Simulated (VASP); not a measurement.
Here is a VASP 6.6.1 calculation.

The input POSCAR:

```
C
1.0
    1.2292306167      0.7107620185      3.4967531833
   -1.2266885106      0.7107739510      3.4959314463
    0.0012845307     -1.4161867661      3.4952845107
C
2
Direct
    0.1666290640      0.1666262573      0.1666277993
    0.8333709360      0.8333737427      0.8333722007
```

The input INCAR.step1:

```
SYSTEM = C
ALGO = Normal
EDIFF = 1E-4
ENCUT = 520
GGA = PE
ISMEAR = 0
LASPH = .TRUE.
LCHARG = .FALSE.
LREAL = .FALSE.
LWAVE = .TRUE.
NBANDS = 11
NELM = 60
PREC = Accurate
SIGMA = 0.05
```

File INCAR.step2:

```
SYSTEM = C
ALGO = Normal
EDIFF = 1E-6
ENCUT = 520
ISIF = 2
ISMEAR = 0
ISTART = 1
LASPH = .TRUE.
LCHARG = .TRUE.
LELF = .TRUE.
LMIXTAU = .TRUE.
LREAL = .FALSE.
LVHAR = .TRUE.
LWAVE = .FALSE.
METAGGA = R2SCAN
NBANDS = 11
NELM = 60
PREC = Accurate
SIGMA = 0.05
```

The input KPOINTS:

```
k-points
0
G
  12 12 12
  0 0 0
```

Potentials or basis: VASP PAW PBE potentials, release 64 (C).

The run is started by

```bash
$ cat potpaw_PBE.64/C/POTCAR > POTCAR
$ cp INCAR.step1 INCAR
$ mpirun -np 1 vasp_std > vasp.out
$ cp INCAR.step2 INCAR
$ mpirun -np 1 vasp_std > vasp.out
```

Question: Predict the pressure.

Answer: 0.7 GPa.

Stress tensor (GPa, compression positive):
```
 1.07  0.00  0.00
 0.00  1.04  0.00
 0.00  0.00 -0.08
```

Caveat: the PAW data sets were made with another functional, which shifts forces and pressure a little.
